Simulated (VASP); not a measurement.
# Si32GeC31 (a cell with a defect) in VASP: single point with PBEsol

Aim: the single point of Si32GeC31 (a cell with a defect) with PBEsol.

All numbers are computed with VASP 6.6.1; they aren't measurements. Logs are shortened: lines on timing, memory, paths and dates and some standing lists are left out, and cuts for length are marked.

**1. The cell of the first run**

The cell holds a defect, 64 atoms: a = 8.714 Å, b = 8.714 Å, c = 8.714 Å, α = 90.00°, β = 90.00°, γ = 90.00°.

**2. Single point, PBEsol**

INCAR reads:

```
SYSTEM = Si32GeC31
PREC = Accurate
ENCUT = 520
EDIFF = 1E-6
ISMEAR = -1
SIGMA = 0.05
LREAL = Auto
LASPH = .True.
NELM = 120
ALGO = Normal
ISIF = 2
LWAVE = .False.
LCHARG = .True.
GGA = PS
LELF = .True.
LVHAR = .True.
ISYM = 0
NBANDS = 171
GGA_COMPAT = .False.
```

KPOINTS reads:

```
Automatic mesh
0
Gamma
  1 1 1
  0.25 0.25 0.25
```

POSCAR reads:

```
Si32GeC31
1.0
    8.7137060000      0.0000000000      0.0000000000
    0.0000000000      8.7137060000      0.0000000000
    0.0000000000      0.0000000000      8.7137060000
Si C Ge
32 31 1
Direct
    0.9999710000      0.9997990000      0.9995330000
    0.0027910000      0.0026390000      0.4991620000
    0.0027560000      0.4994460000      0.0023000000
    0.0006820000      0.4995240000      0.4992380000
    0.4995910000      0.0026220000      0.0023440000
    0.4996520000      0.0005250000      0.4992420000
    0.4996500000      0.4995150000      0.0002570000
    0.4811390000      0.4809700000      0.4807180000
    0.2497620000      0.2495750000      0.9996120000
    0.2469510000      0.2468190000      0.4991060000
    0.2468250000      0.7498750000      0.0024900000
    0.2492540000      0.7500400000      0.4992220000
    0.7500230000      0.2466930000      0.0024690000
    0.7501960000      0.2490940000      0.4992170000
    0.7501740000      0.7500200000      0.0002090000
    0.7682470000      0.7681000000      0.4811130000
    0.2497670000      0.9998960000      0.2493170000
    0.2468270000      0.0027630000      0.7496260000
    0.2469820000      0.4993900000      0.2465660000
    0.2492430000      0.4995130000      0.7497750000
    0.7500240000      0.0027700000      0.2464000000
    0.7501880000      0.0005130000      0.7497300000
    0.7502120000      0.4995260000      0.2488040000
    0.7681650000      0.4814190000      0.7677920000
    0.0000550000      0.2495930000      0.2493140000
    0.0029110000      0.2466930000      0.7496090000
    0.0029520000      0.7498880000      0.2463750000
    0.0006620000      0.7500030000      0.7497130000
    0.4994980000      0.2468180000      0.2465210000
    0.4996510000      0.2490850000      0.7497340000
    0.4996760000      0.7500320000      0.2488160000
    0.4815280000      0.7681020000      0.7678100000
    0.1251160000      0.1249510000      0.1246830000
    0.1251240000      0.1249700000      0.6246090000
    0.1251390000      0.6248520000      0.1247140000
    0.1251600000      0.6250090000      0.6247440000
    0.6249960000      0.1249810000      0.1247220000
    0.6251780000      0.1249960000      0.6247440000
    0.6251830000      0.6250110000      0.1247350000
    0.3745630000      0.3744380000      0.1246010000
    0.3691170000      0.3689570000      0.6247960000
    0.3745530000      0.8755310000      0.1249110000
    0.3689830000      0.8812470000      0.6246200000
    0.8756860000      0.3743830000      0.1248880000
    0.8813820000      0.3688240000      0.6246070000
    0.8756730000      0.8755500000      0.1245460000
    0.8810820000      0.8809200000      0.6250860000
    0.3745670000      0.1248650000      0.3741740000
    0.3745430000      0.1251690000      0.8752570000
    0.3691220000      0.6250480000      0.3686990000
    0.3689930000      0.6248910000      0.8809710000
    0.8756950000      0.1251440000      0.3741350000
    0.8756740000      0.1247890000      0.8752830000
    0.8814180000      0.6248590000      0.3685550000
    0.8810970000      0.6253480000      0.8806650000
    0.1250280000      0.3744200000      0.3741710000
    0.1253340000      0.3743960000      0.8752670000
    0.1253300000      0.8755210000      0.3741330000
    0.1249240000      0.8755210000      0.8752650000
    0.6252130000      0.3689410000      0.3686820000
    0.6249900000      0.3688340000      0.8809610000
    0.6250110000      0.8812170000      0.3685850000
    0.6254810000      0.8809150000      0.8806480000
    0.6247570000      0.6246230000      0.6243100000
```

Potentials or basis: VASP PAW PBE potentials, release 64 (Si, C, Ge_d).

Run with:

```
$ cat potpaw_PBE.64/Si/POTCAR potpaw_PBE.64/C/POTCAR potpaw_PBE.64/Ge_d/POTCAR > POTCAR
$ mpirun -np 1 vasp_std > vasp.out
```

OUTCAR:

```text
SYSTEM = Si32GeC31
   PREC = Accurate
   ENCUT = 520
   EDIFF = 1E-6
   ISMEAR = -1
   LREAL = Auto
   LASPH = .True.
   NELM = 120
   ISIF = 2
   GGA = PS
   ISYM = 0

 ion  position               nearest neighbor table
   1  1.000  1.000  1.000-  59 1.88  53 1.88  46 1.88  33 1.89  27 3.06  18 3.06  11 3.06  21 3.06
                            26 3.06  13 3.06   9 3.08  25 3.08  15 3.08  17 3.08  22 3.08  28 3.08
   2  0.003  0.003  0.499-  47 1.86  34 1.86  52 1.88  58 1.89  16 2.89  10 3.01  18 3.05  26 3.05
                            25 3.06  17 3.06  14 3.08  12 3.08  22 3.10  28 3.10  21 3.11  27 3.11
   3  0.003  0.499  0.002-  55 1.86  35 1.86  57 1.89  44 1.89  24 2.89  19 3.01  11 3.05  27 3.05
                            25 3.06   9 3.06  20 3.07  23 3.08  28 3.10  15 3.10  26 3.11  13 3.11
   4  0.001  0.500  0.499-  56 1.88  36 1.89  54 1.89  45 1.89  19 3.07  10 3.07  12 3.08  20 3.08
                            25 3.08  23 3.09  14 3.09  28 3.09  16 3.10  24 3.10  26 3.10  27 3.10
   5  0.500  0.003  0.002-  63 1.86  37 1.86  49 1.89  42 1.89  32 2.89  29 3.01  21 3.05  13 3.05
                             9 3.06  17 3.06  31 3.08  30 3.08  15 3.10  22 3.10  18 3.11  11 3.11
   6  0.500  0.001  0.499-  48 1.88  38 1.89  62 1.89  43 1.89  10 3.07  29 3.07  30 3.07  14 3.08
                            17 3.08  12 3.09  31 3.09  22 3.09  32 3.10  16 3.10  18 3.10  21 3.10
   7  0.500  0.500  0.000-  40 1.88  39 1.89  61 1.89  51 1.89  29 3.07  19 3.07  31 3.08  23 3.08
                             9 3.08  20 3.09  30 3.09  15 3.09  24 3.10  32 3.10  11 3.10  13 3.10
   8  0.481  0.481  0.481-  41 1.87  50 1.87  60 1.87  64 2.17  19 2.89  10 2.89  29 2.89  30 3.10
                            14 3.10  20 3.10  12 3.10  31 3.10  23 3.10
   9  0.250  0.250  1.000-  49 1.88  57 1.88  33 1.88  40 1.88  29 3.06  19 3.06   5 3.06  18 3.06
                            26 3.06   3 3.06  17 3.08  25 3.08   1 3.08  30 3.08  20 3.08   7 3.08
  10  0.247  0.247  0.499-  34 1.86  41 1.86  56 1.88  48 1.88   8 2.89   2 3.01  26 3.05  18 3.05
                            25 3.06  17 3.06   4 3.07   6 3.07  30 3.10  20 3.10  19 3.11  29 3.11
  11  0.247  0.750  0.002-  51 1.85  35 1.86  59 1.89  42 1.89  32 2.90  27 3.01   3 3.05  19 3.05
                             1 3.06  17 3.06  28 3.07  31 3.08  20 3.10   7 3.10   5 3.11  18 3.12
[... 72 lines left out ...]
  63  0.625  0.881  0.881-   5 1.86  32 1.87  15 1.89  22 1.89
  64  0.625  0.625  0.624-  24 2.16  16 2.16  32 2.16   8 2.17

IMPORTANT INFORMATION: All symmetrisations will be switched off!
NOSYMM: (Re-)initialisation of all symmetry stuff for point group C_1.

----------------------------------------------------------------------------------------

                                     Primitive cell

  volume of cell :     661.6201

  direct lattice vectors                    reciprocal lattice vectors
     8.713706000  0.000000000  0.000000000     0.114761733  0.000000000  0.000000000
     0.000000000  8.713706000  0.000000000     0.000000000  0.114761733  0.000000000
     0.000000000  0.000000000  8.713706000     0.000000000  0.000000000  0.114761733

  length of vectors
     8.713706000  8.713706000  8.713706000     0.114761733  0.114761733  0.114761733

  position of ions in fractional coordinates (direct lattice)
     0.999971000  0.999799000  0.999533000
     0.002791000  0.002639000  0.499162000
     0.002756000  0.499446000  0.002300000
     0.000682000  0.499524000  0.499238000
     0.499591000  0.002622000  0.002344000
     0.499652000  0.000525000  0.499242000
[... 56 lines left out ...]
     0.625481000  0.880915000  0.880648000
     0.624757000  0.624623000  0.624310000

  ion indices of the primitive-cell ions
   primitive index   ion index
                 1           1
                 2           2
                 3           3
                 4           4
                 5           5
                 6           6
[... 56 lines left out ...]
                63          63
                64          64

----------------------------------------------------------------------------------------

 KPOINTS: Automatic mesh

Automatic generation of k-mesh.
 Grid dimensions read from file:
 generate k-points for:    1    1    1

 Generating k-lattice:

  Cartesian coordinates                     Fractional coordinates (reciprocal lattice)
     0.114761733  0.000000000  0.000000000     1.000000000  0.000000000  0.000000000
     0.000000000  0.114761733  0.000000000     0.000000000  1.000000000  0.000000000
     0.000000000  0.000000000  0.114761733     0.000000000  0.000000000  1.000000000

  Length of vectors
     0.114761733  0.114761733  0.114761733

  Shift w.r.t. Gamma in fractional coordinates (k-lattice)
     0.250000000  0.250000000  0.250000000

 Subroutine IBZKPT returns following result:
 ===========================================

 Found      4 irreducible k-points:

 Following reciprocal coordinates:
            Coordinates               Weight
  0.250000  0.250000  0.250000      2.000000
 -0.250000  0.250000  0.250000      2.000000
 -0.250000 -0.250000  0.250000      2.000000
  0.250000 -0.250000  0.250000      2.000000
   k-points           NKPTS =      4   k-points in BZ     NKDIM =      4   number of bands    NBANDS=    171
   number of dos      NEDOS =    301   number of ions     NIONS =     64
   total plane-waves  NPLWV = 343000
   dimension x,y,z NGX =    70 NGY =   70 NGZ =   70
   dimension x,y,z NGXF=   140 NGYF=  140 NGZF=  140
   ions per type =              32  31   1
   NGX,Y,Z   is equivalent  to a cutoff of  13.36, 13.36, 13.36 a.u.
   NGXF,Y,Z  is equivalent  to a cutoff of  26.71, 26.71, 26.71 a.u.
 SYSTEM =  Si32GeC31
   PREC   = accura    normal or accurate (medium, high low for compatibility)
   ISTART =      0    job   : 0-new  1-cont  2-samecut
   ICHARG =      2    charge: 1-file 2-atom 10-const
   ISPIN  =      1    spin polarized calculation?
   LNONCOLLINEAR =      F non collinear calculations
   LSORBIT =      F    spin-orbit coupling
   LASPH  =      T    aspherical Exc in radial PAW
   ENCUT  =  520.0 eV  38.22 Ry    6.18 a.u.  16.20 16.20 16.20*2*pi/ulx,y,z
   NELM   =    120;   NELMIN=  2; NELMDL= -5     # of ELM steps
   EDIFF  = 0.1E-05   stopping-criterion for ELM
   LREAL  =      T    real-space projection
   EDIFFG = 0.1E-04   stopping-criterion for IOM
   NSW    =      0    number of steps for IOM
   IBRION =     -1    ionic relax: 0-MD 1-quasi-New 2-CG
   NFREE  =      0    steps in history (QN), initial steepest desc. (CG)
   ISIF   =      2    stress and relaxation
   ISYM   =      0    0-nonsym 1-usesym 2-fastsym
   POTIM  = 0.5000    time-step for ionic-motion
   TEBEG  =    0.0;   TEEND  =   0.0 temperature during run
   PSTRESS=    0.0 pullay stress
   NELECT =     266.0000    total number of electrons
   NUPDOWN=      -1.0000    fix difference up-down
   EMIN   =  10.00;   EMAX   =-10.00  energy-range for DOS
   EFERMI =   0.00;   METHOD = LEGACY
   ISMEAR =    -1;   SIGMA  =   0.05  broadening in eV -4-tet -1-fermi 0-gaus
   EFERMI_NEDOS =   21; number of points for ismear=-14 and -15
   IALGO  =     38    algorithm
   IMIX   =      4    mixing-type and parameters
     AMIX     =   0.40;   BMIX     =  1.00
     AMIX_MAG =   1.60;   BMIX_MAG =  1.00
  volume/ion in A,a.u.               =      10.34        69.76
  Fermi-wavevector in a.u.,A,eV,Ry     =   1.208275  2.283309 19.863534  1.459929
  Thomas-Fermi vector in A             =   2.343888
   LORBIT       =      0    0 simple, 1 ext, 2 COOP (PROOUT), +10 PAW based schemes
   GGA     = PS    functional components
   LHFCALC =     F    Hartree Fock is set to
   AEXX    =    0.0000 exact exchange contribution
   IVDW    =     0    specifies the selected vdW correction
   LEPSILON=     F    determine dielectric tensor
   LRPA    =     F    only Hartree local field effects (RPA)
 non-spin polarized calculation
  energy-cutoff  :      520.00
  volume of cell :      661.62
 maximum number of plane-waves:     17779
 NGX is ok and might be reduce to    70
   NGX = 33   NGY = 33   NGZ = 33

 number of electron     265.9999971 magnetization

 Free energy of the ion-electron system (eV)
  ---------------------------------------------------
  ext. energy  EPLUGINS =         0.00000000
  ---------------------------------------------------
  free energy    TOTEN  =      -500.15788396 eV

  energy without entropy =     -500.15788346  energy(sigma->0) =     -500.15788371

 E-fermi :   9.3916     XC(G=0): -11.5731

 val. band max:        8.5852577820   @ k =   0.2500  -0.2500   0.2500
 cond. band min:      10.1787897933   @ k =   0.2500   0.2500   0.2500
 fundamental gap:      1.5935320113
 Fermi energy:         9.3915984676

 k-point     1 :       0.2500    0.2500    0.2500
  band No.  band energies     occupation
      1     -13.9102      2.00000
      2     -13.9101      2.00000
      3     -13.9083      2.00000
      4     -13.8488      2.00000
      5     -13.8488      2.00000
      6      -6.9999      2.00000
[... 581 lines left out ...]
    144      12.3970      0.00000
    145      12.4457      0.00000
 [bands above 145 left out]

------------------------ aborting loop because EDIFF is reached ----------------------------------------

  FORCE on cell =-STRESS in cart. coord.  units (eV):
  Direction    XX          YY          ZZ          XY          YZ          ZX
  --------------------------------------------------------------------------------------
  -------------------------------------------------------------------------------------
  Total       24.0773110     24.0830603     24.0689744     -0.7259584     -0.6945958     -0.6640337
  in kB       58.3055446     58.3194672     58.2853567     -1.7579786     -1.6820311     -1.6080219
  external PRESSURE =      58.3034562 kB  Pullay stress =       0.0000000 kB

 VOLUME and BASIS-vectors are now :
 -----------------------------------------------------------------------------
  energy-cutoff  :      520.00
  volume of cell :      661.62
      direct lattice vectors                 reciprocal lattice vectors
     8.713706000  0.000000000  0.000000000     0.114761733  0.000000000  0.000000000
     0.000000000  8.713706000  0.000000000     0.000000000  0.114761733  0.000000000
     0.000000000  0.000000000  8.713706000     0.000000000  0.000000000  0.114761733

 POSITION                                       TOTAL-FORCE (eV/Angst)
 -----------------------------------------------------------------------------------
      8.71345      8.71195      8.70964         0.044565      0.050582      0.051744
      0.02432      0.02300      4.34955         0.035775      0.032183      0.056713
      0.02401      4.35203      0.02004         0.043269      0.051051      0.049949
      0.00594      4.35271      4.35021         0.036096      0.033687      0.040304
      4.35329      0.02285      0.02042         0.055835      0.036635      0.040005
      4.35382      0.00457      4.35025         0.041113      0.036544      0.041129
[... 56 lines left out ...]
      5.45026      7.67603      7.67371        -0.067787     -0.012441     -0.016311
      5.44395      5.44278      5.44005        -0.033807     -0.024595     -0.029840
 -----------------------------------------------------------------------------------
    total drift:                                0.027680      0.042404      0.056763

  FREE ENERGIE OF THE ION-ELECTRON SYSTEM (eV)
  ---------------------------------------------------
  free  energy   TOTEN  =      -500.1578839601 eV

  energy  without entropy=     -500.1578834598  energy(sigma->0) =     -500.15788371
```

It took 24 min on 1 thread of Oxide Virtual Turin-like, shared host; peak memory 0.81 GiB.

Results:

* Free energy: -500.1579 eV
* Pressure: 5.8 GPa
* Largest force: 0.173 eV/Å
* Band gap on the k mesh: 1.59 eV

Forces on the atoms (eV/Å):
```
Si   0.045  0.051  0.052
Si   0.036  0.032  0.057
Si   0.043  0.051  0.050
Si   0.036  0.034  0.040
Si   0.056  0.037  0.040
Si   0.041  0.037  0.041
Si   0.040  0.040  0.038
Si   0.102  0.099  0.098
Si   0.037  0.045  0.043
Si   0.032  0.028  0.072
Si   0.045  0.071  0.044
Si   0.032  0.036  0.040
Si   0.067  0.042  0.048
Si   0.036  0.029  0.038
Si   0.039  0.040  0.031
Si   0.032  0.023  0.048
Si   0.036  0.038  0.042
Si   0.042  0.041  0.069
Si   0.024  0.066  0.028
Si   0.034  0.036  0.036
Si   0.068  0.041  0.049
Si   0.035  0.023  0.043
Si   0.035  0.030  0.035
Si   0.041  0.044  0.032
Si   0.038  0.038  0.040
Si   0.041  0.041  0.071
Si   0.036  0.068  0.050
Si   0.026  0.041  0.043
Si   0.073  0.029  0.036
Si   0.038  0.031  0.041
Si   0.034  0.037  0.034
Si   0.052  0.025  0.026
C   -0.038 -0.039 -0.039
C   -0.047 -0.044 -0.050
C   -0.049 -0.051 -0.054
C   -0.027 -0.039 -0.042
C   -0.046 -0.047 -0.054
C   -0.041 -0.028 -0.042
C   -0.041 -0.038 -0.033
C   -0.049 -0.048 -0.044
C   -0.070 -0.067 -0.016
C   -0.051 -0.047 -0.045
C   -0.016 -0.069 -0.058
C   -0.047 -0.046 -0.043
C   -0.070 -0.007 -0.055
C   -0.044 -0.050 -0.028
C   -0.010 -0.011 -0.081
C   -0.049 -0.042 -0.050
C   -0.048 -0.041 -0.049
C   -0.069 -0.012 -0.067
C   -0.012 -0.057 -0.070
C   -0.048 -0.035 -0.052
C   -0.040 -0.023 -0.049
C   -0.068 -0.047 -0.013
C   -0.022 -0.074 -0.023
C   -0.044 -0.047 -0.050
C   -0.041 -0.050 -0.053
C   -0.041 -0.045 -0.053
C   -0.025 -0.039 -0.042
C   -0.013 -0.068 -0.069
C   -0.054 -0.012 -0.069
C   -0.052 -0.061 -0.018
C   -0.068 -0.012 -0.016
Ge  -0.034 -0.025 -0.030
```

Stress tensor (GPa, compression positive):
```
 5.83 -0.18 -0.16
-0.18  5.83 -0.17
-0.16 -0.17  5.83
```

Levels at points of the mesh, in eV from the valence-band top:
| k point | band 129 | band 130 | band 131 | band 132 | band 133 | band 134 | band 135 | band 136 | band 137 | band 138 |
| --- | --- | --- | --- | --- | --- | --- | --- | --- | --- | --- |
| (0.25, 0.25, 0.25) | -0.81 | -0.81 | -0.57 | -0.03 | -0.03 | 1.59 | 1.81 | 1.81 | 2.98 | 3.03 |

Caveat: the PAW data sets were made with another functional, which shifts forces and pressure a little.
